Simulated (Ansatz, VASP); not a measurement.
# WS2: VASP beside Ansatz

The input POSCAR:

```
WS2
1.0
    3.0220406321      0.0000000000      0.0000000000
   -1.5110203161      2.6171639587      0.0000000000
    0.0000000000      0.0000000000     17.7982770037
W S
1 2
Direct
    0.3333333333      0.6666666667      0.0000000000
    0.6666666667      0.3333333333      0.9080224902
    0.6666666667      0.3333333333      0.0919775098
```

Contents of INCAR.step1:

```
SYSTEM = WS2
  PREC = Accurate
  ENCUT = 520
  ISMEAR = 0
  SIGMA = 0.05
  LREAL = .FALSE.
  LASPH = .TRUE.
  NELM = 60
  NBANDS = 20
  GGA = PE
  ALGO = Normal
  EDIFF = 1E-4
  LWAVE = .TRUE.
  LCHARG = .FALSE.
```

The input INCAR.step2:

```
SYSTEM = WS2
  PREC = Accurate
  ENCUT = 520
  EDIFF = 1E-6
  ISMEAR = 0
  SIGMA = 0.05
  LREAL = .FALSE.
  LASPH = .TRUE.
  NELM = 60
  ALGO = Normal
  ISIF = 2
  LWAVE = .FALSE.
  LCHARG = .TRUE.
  METAGGA = R2SCAN
  LMIXTAU = .TRUE.
  LELF = .TRUE.
  LVHAR = .TRUE.
  NBANDS = 20
  ISTART = 1
```

KPOINTS

```
regular mesh
0
G
  12 12 2
  0 0 0
```

Input for Ansatz:

```yaml
crystal:
  lattice:
    - [3.0220406321, 0.0, 0.0]
    - [-1.5110203161, 2.6171639587, 0.0]
    - [0.0, 0.0, 17.7982770037]
  atoms:
    - { symbol: W, position: [0.3333333333, 0.6666666667, 0.0] }
    - { symbol: S, position: [0.6666666667, 0.3333333333, 0.9080224902] }
    - { symbol: S, position: [0.6666666667, 0.3333333333, 0.0919775098] }
basis:
  ecutwfc: 500
kpoints:
  mp_grid: { grid: [12, 12, 2] }
hamiltonian:
  xc: r2scan
scf:
  occupations: { method: gaussian, width: 0.05 }
output:
  forces: true
  stress: true
  eigenvalues: true
```

Change from the starting cell: strain -0.050 along x and y, +0.050 along z, atoms carried along.

Alike in both runs: task single point; functional r2SCAN; k mesh 12 × 12 × 2; occupations gaussian, width 0.05 eV; no spin polarisation.

|  | VASP | Ansatz |
| --- | --- | --- |
| version | VASP 6.6.1 | Ansatz 0.2.0 |
| potentials or method | VASP PAW PBE potentials, release 64 (W_sv, S), cutoff 520 eV | scalar-relativistic, plane waves, PAW |
| valence electrons in the cell | 26 | 26 |

|  | VASP | Ansatz | Ansatz less VASP |
| --- | --- | --- | --- |
| gap on the k mesh at the Fermi level (eV) | 1.85 | 1.85 | +0.006 |
| least direct gap on the mesh (eV) | 2.77 | 2.77 | 0.000 |
| rms of the force components (eV/Å) | 0.189 | 0.203 | +0.0136 |

VASP's potentials were made for PBE, not for r2SCAN. Atom by atom the forces differ by 0.014 eV/Å (rms over components).

Spin-orbit coupling is off throughout.
